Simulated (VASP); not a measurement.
Here is a VASP 6.6.1 calculation.

File INCAR:

```
PREC = Accurate
ENCUT = 600
EDIFF = 1E-6
ISMEAR = 0
SIGMA = 0.1
LREAL = False
LASPH = True
NELM = 100
ALGO = Normal
ISIF = 3
LWAVE = False
LCHARG = False
GGA = PE
IBRION = 2
NSW = 90
EDIFFG = -0.04
```

Contents of KPOINTS:

```
Automatic mesh
0
Gamma
  6 6 6
```

File POSCAR:

```
ZnRe
1.0
    3.1008965354      0.0000000000      0.0000000000
    0.0000000000      3.1008965354      0.0000000000
    0.0000000000      0.0000000000      3.1008965354
Zn Re
1 1
Direct
    0.0000000000      0.0000000000      0.0000000000
    0.5000000000      0.5000000000      0.5000000000
```

Potentials or basis: VASP PAW PBE potentials, release 64 (Zn, Re).

Launch:

```console
$ cat potpaw_PBE.64/Zn/POTCAR potpaw_PBE.64/Re/POTCAR > POTCAR
$ mpirun -np 1 vasp_std > vasp.out
```

(1) Predict the space group after relaxing (to 0.05 Å).

(2) What does it give for the relaxed volume?

(3) What does it give for the relaxed cell?

Results:

(1) Pm-3m (No. 221).

(2) 14.16 Å³/atom.

(3) a = 3.048 Å, b = 3.048 Å, c = 3.048 Å, α = 90.00°, β = 90.00°, γ = 90.00°.
